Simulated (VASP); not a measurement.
# Mo (Im-3m) in VASP: further runs

Runs on Mo. Level: LDA. Tasks: single point.

Everything below comes from runs of VASP 6.6.1. Logs are shortened: lines on timing, memory, paths and dates and some standing lists are left out, and cuts for length are marked.

### 1 The cell of the first run

It takes space group Im-3m (No. 229, cubic). Conventional cell: a = 3.083 Å, b = 3.083 Å, c = 3.083 Å, α = 90.00°, β = 90.00°, γ = 90.00°. Mo (site symmetry m-3m) has 14 Mo at 2.67 to 3.08 Å within 3.5 Å.

### 2 Single point, LDA

Input file INCAR:

```
  PREC = Accurate
  ENCUT = 520
  EDIFF = 1E-7
  ISMEAR = 1
  SIGMA = 0.1
  LREAL = False
  LASPH = True
  NELM = 100
  ALGO = Normal
  ISIF = 2
  LWAVE = False
  LCHARG = True
  LELF = True
  LVHAR = True
  NBANDS = 13
```

Input file KPOINTS:

```
Automatic mesh
0
Gamma
  13 13 13
```

Input file POSCAR:

```
Mo
1.0
   -1.5412954772      1.5412954772      1.5412954772
    1.5412954772     -1.5412954772      1.5412954772
    1.5412954772      1.5412954772     -1.5412954772
Mo
1
Direct
    0.0000000000      0.0000000000      0.0000000000
```

Potentials or basis: VASP PAW LDA potentials, release 64 (Mo_sv).

Run with:

```bash
> cat potpaw_LDA.64/Mo_sv/POTCAR > POTCAR
> mpirun -np 1 vasp_std > vasp.out
```

OUTCAR:

```text
PREC = Accurate
   ENCUT = 520
   EDIFF = 1E-7
   ISMEAR = 1
   LREAL = False
   LASPH = True
   NELM = 100
   ISIF = 2

 ion  position               nearest neighbor table
   1  0.000  0.000  0.000-

  LATTYP: Found a body centered cubic cell.
 ALAT       =     3.0825909544

  Lattice vectors:

 A1 = (  -1.5412954772,   1.5412954772,   1.5412954772)
 A2 = (   1.5412954772,  -1.5412954772,   1.5412954772)
 A3 = (   1.5412954772,   1.5412954772,  -1.5412954772)

Analysis of symmetry for initial positions (statically):
=====================================================================
 Subroutine PRICEL returns:
 Original cell was already a primitive cell.

 Routine SETGRP: Setting up the symmetry group for a
 body centered cubic supercell.

 Subroutine GETGRP returns: Found 48 space group operations
 (whereof 48 operations were pure point group operations)
 out of a pool of 48 trial point group operations.

The static configuration has the point symmetry O_h .

Analysis of symmetry for dynamics (positions and initial velocities):
=====================================================================
 Subroutine PRICEL returns:
 Original cell was already a primitive cell.

 Routine SETGRP: Setting up the symmetry group for a
 body centered cubic supercell.

 Subroutine GETGRP returns: Found 48 space group operations
 (whereof 48 operations were pure point group operations)
 out of a pool of 48 trial point group operations.

The dynamic configuration has the point symmetry O_h .

 Subroutine INISYM returns: Found 48 space group operations
 (whereof 48 operations are pure point group operations),
 and found     1 'primitive' translations

----------------------------------------------------------------------------------------

                                     Primitive cell

  volume of cell :      14.6460

  direct lattice vectors                    reciprocal lattice vectors
    -1.541295477  1.541295477  1.541295477     0.000000000  0.324402431  0.324402431
     1.541295477 -1.541295477  1.541295477     0.324402431  0.000000000  0.324402431
     1.541295477  1.541295477 -1.541295477     0.324402431  0.324402431  0.000000000

  length of vectors
     2.669602076  2.669602076  2.669602076     0.458774318  0.458774318  0.458774318

  position of ions in fractional coordinates (direct lattice)
     0.000000000  0.000000000  0.000000000

  ion indices of the primitive-cell ions
   primitive index   ion index
                 1           1

----------------------------------------------------------------------------------------

 KPOINTS: Automatic mesh

Automatic generation of k-mesh.
 Grid dimensions read from file:
 generate k-points for:   13   13   13

 Generating k-lattice:

  Cartesian coordinates                     Fractional coordinates (reciprocal lattice)
     0.000000000  0.024954033  0.024954033     0.076923077  0.000000000  0.000000000
     0.024954033  0.000000000  0.024954033     0.000000000  0.076923077  0.000000000
     0.024954033  0.024954033  0.000000000     0.000000000  0.000000000  0.076923077

  Length of vectors
     0.035290332  0.035290332  0.035290332

  Shift w.r.t. Gamma in fractional coordinates (k-lattice)
     0.000000000  0.000000000  0.000000000

 Subroutine IBZKPT returns following result:
 ===========================================

 Found     84 irreducible k-points:

 Following reciprocal coordinates:
            Coordinates               Weight
  0.000000  0.000000  0.000000      1.000000
  0.076923  0.000000  0.000000     12.000000
  0.153846  0.000000  0.000000     12.000000
  0.230769  0.000000  0.000000     12.000000
  0.307692  0.000000  0.000000     12.000000
  0.384615  0.000000  0.000000     12.000000
[... 16 lines left out ...]
  0.153846  0.076923  0.076923     24.000000
  0.230769  0.076923  0.076923     24.000000
 [... further k-points ...]
   k-points           NKPTS =     84   k-points in BZ     NKDIM =     84   number of bands    NBANDS=     13
   number of dos      NEDOS =    301   number of ions     NIONS =      1
   total plane-waves  NPLWV =   8000
   dimension x,y,z NGX =    20 NGY =   20 NGZ =   20
   dimension x,y,z NGXF=    40 NGYF=   40 NGZF=   40
   ions per type =               1
   NGX,Y,Z   is equivalent  to a cutoff of  12.45, 12.45, 12.45 a.u.
   NGXF,Y,Z  is equivalent  to a cutoff of  24.91, 24.91, 24.91 a.u.
 SYSTEM =  unknown system
   PREC   = accura    normal or accurate (medium, high low for compatibility)
   ISTART =      0    job   : 0-new  1-cont  2-samecut
   ICHARG =      2    charge: 1-file 2-atom 10-const
   ISPIN  =      1    spin polarized calculation?
   LNONCOLLINEAR =      F non collinear calculations
   LSORBIT =      F    spin-orbit coupling
   LASPH  =      T    aspherical Exc in radial PAW
   ENCUT  =  520.0 eV  38.22 Ry    6.18 a.u.   4.96  4.96  4.96*2*pi/ulx,y,z
   NELM   =    100;   NELMIN=  2; NELMDL= -5     # of ELM steps
   EDIFF  = 0.1E-06   stopping-criterion for ELM
   LREAL  =      F    real-space projection
   EDIFFG = 0.1E-05   stopping-criterion for IOM
   NSW    =      0    number of steps for IOM
   IBRION =     -1    ionic relax: 0-MD 1-quasi-New 2-CG
   NFREE  =      0    steps in history (QN), initial steepest desc. (CG)
   ISIF   =      2    stress and relaxation
   ISYM   =      2    0-nonsym 1-usesym 2-fastsym
   POTIM  = 0.5000    time-step for ionic-motion
   TEBEG  =    0.0;   TEEND  =   0.0 temperature during run
   PSTRESS=    0.0 pullay stress
   NELECT =      14.0000    total number of electrons
   NUPDOWN=      -1.0000    fix difference up-down
   EMIN   =  10.00;   EMAX   =-10.00  energy-range for DOS
   EFERMI =   0.00;   METHOD = LEGACY
   ISMEAR =     1;   SIGMA  =   0.10  broadening in eV -4-tet -1-fermi 0-gaus
   EFERMI_NEDOS =   21; number of points for ismear=-14 and -15
   IALGO  =     38    algorithm
   IMIX   =      4    mixing-type and parameters
     AMIX     =   0.40;   BMIX     =  1.00
     AMIX_MAG =   1.60;   BMIX_MAG =  1.00
  volume/ion in A,a.u.               =      14.65        98.84
  Fermi-wavevector in a.u.,A,eV,Ry     =   1.612668  3.047500 35.384641  2.600698
  Thomas-Fermi vector in A             =   2.707861
   LORBIT       =      0    0 simple, 1 ext, 2 COOP (PROOUT), +10 PAW based schemes
   GGA     = CA    functional components
   LHFCALC =     F    Hartree Fock is set to
   AEXX    =    0.0000 exact exchange contribution
   IVDW    =     0    specifies the selected vdW correction
   LEPSILON=     F    determine dielectric tensor
   LRPA    =     F    only Hartree local field effects (RPA)
 non-spin polarized calculation
 Methfessel and Paxton  Order N= 1 SIGMA  =   0.10
  energy-cutoff  :      520.00
  volume of cell :       14.65
 maximum number of plane-waves:       410
   NGX =  9   NGY =  9   NGZ =  9

 number of electron      13.9999997 magnetization

 Free energy of the ion-electron system (eV)
  ---------------------------------------------------
  ext. energy  EPLUGINS =         0.00000000
  ---------------------------------------------------
  free energy    TOTEN  =       -12.12077083 eV

  energy without entropy =      -12.11959992  energy(sigma->0) =      -12.12038053

 E-fermi :  13.6885     XC(G=0): -13.9708

 val. band max:       13.6680252202   @ k =  -0.2308   0.3077   0.0769
 cond. band min:      13.7135987339   @ k =  -0.3846   0.3846   0.2308
 fundamental gap:      0.0455735137
 Fermi energy:        13.6884998001

 k-point     1 :       0.0000    0.0000    0.0000
  band No.  band energies     occupation
      1     -47.4087      2.00000
      2     -20.6791      2.00000
      3     -20.6791      2.00000
      4     -20.6791      2.00000
      5       6.1245      2.00000
      6      12.0403      2.00000
      7      12.0403      2.00000
      8      12.0403      2.00000
      9      15.2969     -0.00000
     10      15.2969     -0.00000
     11      28.4603      0.00000
     12      28.4603      0.00000
     13      28.4603      0.00000

 k-point     2 :       0.0769    0.0000    0.0000
  band No.  band energies     occupation
      1     -47.3891      2.00000
      2     -20.7869      2.00000
      3     -20.7119      2.00000
      4     -20.6801      2.00000
      5       6.4055      2.00000
      6      11.8781      2.00000
      7      12.0112      2.00000
      8      12.3094      2.00000
      9      15.0605     -0.00000
     10      15.3003     -0.00000
     11      28.6776      0.00000
     12      28.9368      0.00000
     13      29.0550      0.00000

 k-point     3 :       0.1538    0.0000    0.0000
  band No.  band energies     occupation
      1     -47.3344      2.00000
      2     -21.0796      2.00000
      3     -20.8018      2.00000
      4     -20.6829      2.00000
      5       7.1518      2.00000
      6      11.4582      2.00000
      7      11.8784      2.00000
      8      13.0953      2.00000
      9      14.6954     -0.00000
     10      15.3317     -0.00000
     11      29.0782      0.00000
     12      30.2914      0.00000
     13      30.2969      0.00000
[... 305 lines left out ...]
 k-point    23 :       0.1538    0.0769    0.0769
  band No.  band energies     occupation
      1     -47.2314      2.00000
      2     -21.6073      2.00000
      3     -20.8912      2.00000
      4     -20.7682      2.00000
      5       8.4952      2.00000
      6      10.7727      2.00000
      7      11.0450      2.00000
      8      14.9215     -0.00000
      9      15.3656     -0.00000
     10      15.4902     -0.00000
     11      29.5848      0.00000
     12      30.4756      0.00000
     13      31.1590      0.00000

 k-point    24 :       0.2308    0.0769    0.0769
  band No.  band energies     occupation
      1     -47.1552      2.00000
      2     -21.9245      2.00000
      3     -21.0594      2.00000
      4     -20.7809      2.00000
      5       8.8491      2.00000
      6      10.3240      2.00000
      7      11.5837      2.00000
      8      15.0920     -0.00000
      9      15.6568     -0.00000
     10      17.2429      0.00000
     11      28.3006      0.00000
     12      29.2479      0.00000
     13      33.1292      0.00000

 [... further k-points ...]

------------------------ aborting loop because EDIFF is reached ----------------------------------------

  FORCE on cell =-STRESS in cart. coord.  units (eV):
  Direction    XX          YY          ZZ          XY          YZ          ZX
  --------------------------------------------------------------------------------------
  -------------------------------------------------------------------------------------
  Total        0.8853605      0.8853605      0.8853605      0.0000000     -0.0000000      0.0000000
  in kB       96.8529877     96.8529877     96.8529877      0.0000000     -0.0000000      0.0000000
  external PRESSURE =      96.8529877 kB  Pullay stress =       0.0000000 kB

 VOLUME and BASIS-vectors are now :
 -----------------------------------------------------------------------------
  energy-cutoff  :      520.00
  volume of cell :       14.65
      direct lattice vectors                 reciprocal lattice vectors
    -1.541295477  1.541295477  1.541295477     0.000000000  0.324402431  0.324402431
     1.541295477 -1.541295477  1.541295477     0.324402431  0.000000000  0.324402431
     1.541295477  1.541295477 -1.541295477     0.324402431  0.324402431  0.000000000

 POSITION                                       TOTAL-FORCE (eV/Angst)
 -----------------------------------------------------------------------------------
      0.00000      0.00000      0.00000        -0.000000      0.000000     -0.000000
 -----------------------------------------------------------------------------------
    total drift:                                0.000000     -0.000000      0.000000

  FREE ENERGIE OF THE ION-ELECTRON SYSTEM (eV)
  ---------------------------------------------------
  free  energy   TOTEN  =       -12.1207708276 eV

  energy  without entropy=      -12.1195999212  energy(sigma->0) =      -12.12038053
```

Wall time 5.1 s (1 thread of Intel Xeon 6975P-C (Granite Rapids), shared host); peak memory 0.13 GiB.

Results:

| Property | Result |
| --- | --- |
| Free energy | -12.1208 eV |
| Pressure | 9.7 GPa |
| Band gap on the k mesh | zero (band 7 reaches 17.52 eV, above the bottom of band 8 at 12.04 eV) |

### 3 Single point, LDA

This run uses another cell than the first one, of 14.96 Å³/atom, 1.021 times its volume.

Input file INCAR:

```
SYSTEM = Mo
  PREC = Accurate
  ENCUT = 520
  EDIFF = 1E-7
  ISMEAR = 1
  SIGMA = 0.1
  LREAL = .FALSE.
  LASPH = .TRUE.
  NELM = 60
  ALGO = Normal
  ISIF = 2
  LWAVE = .FALSE.
  LCHARG = .FALSE.
  NBANDS = 13
```

Input file KPOINTS:

```
regular mesh
0
G
  13 13 13
  0 0 0
```

Input file POSCAR:

```
Mo
1.0
   -1.5521500284      1.5521500284      1.5521500284
    1.5521500284     -1.5521500284      1.5521500284
    1.5521500284      1.5521500284     -1.5521500284
Mo
1
Direct
    0.0000000000      0.0000000000      0.0000000000
```

Potentials or basis: VASP PAW LDA potentials, release 64 (Mo_sv).

Run with:

```bash
> cat potpaw_LDA.64/Mo_sv/POTCAR > POTCAR
> mpirun -np 1 vasp_std > vasp.out
```

It took 5 s on 1 thread of Intel Xeon 6975P-C (Granite Rapids), shared host; peak memory 0.12 GiB.

The run converged. Its results:

- Free energy: -12.1331 eV
- Pressure: 2.9 GPa
- Band gap on the k mesh: zero (band 7 reaches 17.05 eV, above the bottom of band 8 at 11.73 eV)

Levels at points of the mesh, in eV from the Fermi level:
```tsv
k point	band 5	band 6	band 7	band 8	band 9	band 10
(0.00, 0.00, 0.00)	-7.51	-1.61	-1.61	-1.61	1.57	1.57
```
